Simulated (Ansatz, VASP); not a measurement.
## Two plane-wave programs on Ir3O

```xyz
4
Lattice="2.7521 0.0000 0.0000 -1.3760 2.3834 0.0000 0.0000 0.0000 7.8689" Properties=species:S:1:pos:R:3 pbc="T T T"
Ir    0.0000    1.5889    3.9345
Ir    0.0000    0.0000    6.1177
Ir    0.0000    0.0000    1.7512
O     0.0000    1.5889    0.0000
```

Change from the starting cell: species swapped into the Tc3N type (P-6m2, No. 187).

Alike in both runs: functional PBE; k mesh 18 × 18 × 6; occupations gaussian, width 0.1 eV; no spin polarisation.

Ansatz relaxed the structure, and its values are those at the end. VASP's run is a single point on that final structure, the one shown.

```csv
,VASP,Ansatz
version,VASP 6.6.1,Ansatz 0.2.0
potentials or method,"VASP PAW PBE potentials, release 64 (Ir, O), cutoff 520 eV","scalar-relativistic, plane waves, PAW"
valence electrons in the cell,33,57
```

|  | VASP | Ansatz | Ansatz less VASP |
| --- | --- | --- | --- |
| gap on the k mesh at the Fermi level (eV) | none | none | - |
| pressure (GPa) | 0.5 | 0.0 | -0.50 |
| rms of the force components (eV/Å) | 0.018 | 0.000 | -0.0179 |

A gap of «none» marks a metal or a gap that the smearing closes. The functional is the same, so the differences come from potentials, cutoffs and numerics. VASP's potentials hold 33 valence electrons a cell and Ansatz's 57, so a difference there can come from the potentials and not from the codes.

Spin-orbit coupling is off throughout.
